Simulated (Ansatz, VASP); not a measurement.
**Two plane-wave programs on W**

Contents of INCAR:

```
SYSTEM = W
ALGO = Fast ; EDIFF = 1E-7
ENCUT = 520 ; GGA = PS
ISIF = 2 ; ISMEAR = 0
LASPH = .TRUE. ; LCHARG = .FALSE.
LREAL = .FALSE. ; LWAVE = .FALSE.
NBANDS = 21 ; NELM = 60
PREC = Accurate ; SIGMA = 0.1
```

Contents of KPOINTS:

```
k-points
0
G
  16 16 16
  0 0 0
```

File POSCAR:

```
W
1.0
    3.2489578145      0.0000000000      0.0000000000
    0.0000000000      3.2489578145      0.0000000000
    0.0000000000      0.0000000000      3.2489578145
W
2
Direct
    0.0000000000      0.0000000000      0.0000000000
    0.5000000000      0.5000000000      0.5000000000
```

Input for Ansatz:

```yaml
crystal:
  lattice:
    - [3.2489578145, 0.0, 0.0]
    - [0.0, 3.2489578145, 0.0]
    - [0.0, 0.0, 3.2489578145]
  atoms:
    - { symbol: W, position: [0.0, 0.0, 0.0] }
    - { symbol: W, position: [0.5, 0.5, 0.5] }
basis:
  ecutwfc: 420
kpoints:
  mp_grid: { grid: [16, 16, 16] }
hamiltonian:
  xc: pbesol
scf:
  occupations: { method: gaussian, width: 0.1 }
output:
  forces: true
  stress: true
  eigenvalues: true
```

Change from the starting cell: equal strain along all axes, cell held, atoms relaxed: +3.0 %.

Alike in both runs: task single point; functional PBEsol; k mesh 16 × 16 × 16; occupations gaussian, width 0.1 eV; no spin polarisation.

|  | VASP | Ansatz |
| --- | --- | --- |
| version | VASP 6.6.1 | Ansatz 0.2.0 |
| potentials or method | VASP PAW PBE potentials, release 64 (W_sv), cutoff 520 eV | scalar-relativistic, plane waves, PAW |
| valence electrons in the cell | 28 | 28 |

|  | VASP | Ansatz | Ansatz less VASP |
| --- | --- | --- | --- |
| gap on the k mesh at the Fermi level (eV) | none | none | - |
| pressure (GPa) | -23.5 | -23.8 | -0.34 |

VASP's potentials were made for PBE, not for PBEsol. A gap of «none» marks a metal or a gap that the smearing closes. The functional is the same, so the differences come from potentials, cutoffs and numerics.

Spin-orbit coupling is off throughout.
